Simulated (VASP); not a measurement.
Write the native input for VASP 6.6.1 that does the following.

```yaml
Task: single point
Functional: PBE
Potentials_or_basis: VASP PAW PBE potentials, release 64 (Hf_pv, C)
Cutoff: 520 eV
k_mesh: 11 × 11 × 11
Occupations: fermi-dirac, width 0.15 eV
Spin: no spin polarisation
Dipole_correction: no
Further_INCAR_settings: ALGO = Normal; EDIFF = 1e-06; NBANDS = 14
```

The structure of HfC lies in POSCAR:

```
HfC
1.0
    0.0000000000      2.3403977997      2.3403977997
    2.3403977997      0.0000000000      2.3403977997
    2.3403977997      2.3403977997      0.0000000000
Hf C
1 1
Direct
    0.5000000000      0.5000000000      0.5000000000
    0.0000000000      0.0000000000      0.0000000000
```

One way to write it, as run:

INCAR

```
PREC = Accurate
ENCUT = 520
EDIFF = 1E-6
ISMEAR = -1
SIGMA = 0.15
LREAL = False
LASPH = True
NELM = 80
ALGO = Normal
ISIF = 2
LWAVE = False
LCHARG = False
GGA = PE
NBANDS = 14
```

KPOINTS

```
regular mesh
0
Gamma
  11 11 11
```

Potentials or basis: VASP PAW PBE potentials, release 64 (Hf_pv, C).

Launch:

```sh
$ cat potpaw_PBE.64/Hf_pv/POTCAR potpaw_PBE.64/C/POTCAR > POTCAR
$ mpirun -np 1 vasp_std > vasp.out
```

Results of the run:

```yaml
Pressure: -4.9 GPa
Band_gap_on_the_k_mesh: zero (band 7 reaches 6.79 eV, above the bottom of band 8 at 5.38 eV)
```

Caveat: spin-orbit coupling is left out, which moves the levels of the heavy elements.

Wall time 43 s on 1 thread of Intel Xeon 8259CL (shared host), peak memory 0.17 GiB.
